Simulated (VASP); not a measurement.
A run of VASP 6.6.1:

INCAR

```
SYSTEM = HfO2
PREC = Accurate ; ENCUT = 600
EDIFF = 1E-6 ; ISMEAR = -1
SIGMA = 0.05 ; LREAL = .FALSE.
LASPH = .TRUE. ; NELM = 120
ALGO = Normal ; ISIF = 2
LWAVE = .FALSE. ; LCHARG = .TRUE.
GGA = PS ; IVDW = 12
LELF = .TRUE. ; LVHAR = .TRUE.
NBANDS = 31 ; GGA_COMPAT = .FALSE.
```

The input KPOINTS:

```
Automatic mesh
0
G
  8 8 5
  0 0 0
```

The input POSCAR:

```
HfO2
1.0
    3.5516234219      0.0000000000      0.0000000000
    0.0000000000      3.5516234219      0.0000000000
    0.0000000000      0.0000000000      5.1239153950
Hf O
2 4
Direct
    0.0000000000      0.0000000000      0.0000000000
    0.5000000000      0.5000000000      0.5000000000
    0.0000000000      0.5000000000      0.2038315439
    0.5000000000      0.0000000000      0.2961684561
    0.5000000000      0.0000000000      0.7961684561
    0.0000000000      0.5000000000      0.7038315439
```

Potentials or basis: VASP PAW PBE potentials, release 64 (Hf_pv, O).

Launch:

```bash
$ cat potpaw_PBE.64/Hf_pv/POTCAR potpaw_PBE.64/O/POTCAR > POTCAR
$ mpirun -np 1 vasp_std > vasp.out
```

Hardware: 1 thread of Intel Xeon 6975P-C, with other jobs on the host.

Q: Estimate the wall time of this run.

A: Run time: 96 s on 1 thread of Intel Xeon 6975P-C, with other jobs on the host, peak memory 0.24 GiB. Counts: scf iterations 14, k points 45.
